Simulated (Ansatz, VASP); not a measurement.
# SiC: VASP beside Ansatz

```xyz
4
Lattice="3.0760 0.0000 0.0000 -1.5380 2.6639 0.0000 0.0000 0.0000 5.0480" Properties=species:S:1:pos:R:3 pbc="T T T"
Si    0.0000    1.7759    0.0900
Si    1.5380    0.8880    2.4340
C     0.0000    1.7759    1.9229
C     1.5380    0.8880    4.4880
```

Change from the starting cell: mode 6 (550.6 1/cm) frozen in, largest displacement +0.090 Å.

Alike in both runs: task single point; functional LDA; k mesh 12 × 12 × 6; occupations gaussian, width 0.05 eV; no spin polarisation.

```csv
,VASP,Ansatz
version,VASP 6.6.1,Ansatz 0.2.0
potentials or method,"VASP PAW LDA potentials, release 64 (Si, C), cutoff 520 eV","scalar-relativistic, plane waves, PAW"
valence electrons in the cell,16,16
```

Ansatz gave:

```
gap on the k mesh at the Fermi level (eV)                     : 2.21
least direct gap on the mesh (eV)                             : 3.67
pressure (GPa)                                                : -2.4
traceless stress, the component that is largest in VASP (GPa) : -0.89
rms of the force components (eV/Å)                            : 1.184
```

Q: Which values does VASP return?

A: gap on the k mesh at the Fermi level (eV): 2.20; least direct gap on the mesh (eV): 3.66; pressure (GPa): -2.1; traceless stress, the component that is largest in VASP (GPa): -0.92; rms of the force components (eV/Å): 1.184.

LDA's correlation is that of Perdew and Zunger in VASP and of Perdew and Wang (1992) in Ansatz. Atom by atom the forces differ by 0.004 eV/Å (rms over components).
